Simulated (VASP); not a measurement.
A run of VASP 6.6.1 is set up as follows.

INCAR

```
SYSTEM = Te
  PREC = Accurate
  ENCUT = 520
  EDIFF = 1E-7
  ISMEAR = -1
  SIGMA = 0.05
  LREAL = .FALSE.
  LASPH = .TRUE.
  NELM = 100
  ALGO = Normal
  ISIF = 2
  LWAVE = .FALSE.
  LCHARG = .FALSE.
  GGA = PS
  NBANDS = 16
```

File KPOINTS:

```
Automatic mesh
0
G
  7 7 5
  0 0 0
```

Contents of POSCAR:

```
Te
1.0
    4.0980065237      0.0000000000      0.0000000000
   -2.0490032618      3.5489777544      0.0000000000
    0.0000000000      0.0000000000      5.9505251208
Te
3
Direct
    0.6991443875      0.6991443875      0.0000000000
    0.0000000000      0.3008556125      0.6666666667
    0.3008556125      0.0000000000      0.3333333333
```

Potentials or basis: VASP PAW PBE potentials, release 64 (Te).

Run with:

```sh
$ cat potpaw_PBE.64/Te/POTCAR > POTCAR
$ mpirun -np 1 vasp_std > vasp.out
```

Problem. What does it give for the band gap on the k mesh?

Solution. 0.32 eV, indirect (least direct gap 0.42 eV).

Problem. What does it give for the largest force?

Solution. 0.018 eV/Å.

Problem. Estimate the pressure.

Solution. 5.1 GPa.

Forces in eV/Å, atoms in the order of the input:
```
Te  -0.009 -0.016  0.000
Te  -0.009  0.016  0.000
Te   0.018  0.000  0.000
```

Caveat: the PAW data sets were made with another functional, which shifts forces and pressure a little; spin-orbit coupling is left out, which moves the levels of the heavy elements. A k mesh can miss the band edges.
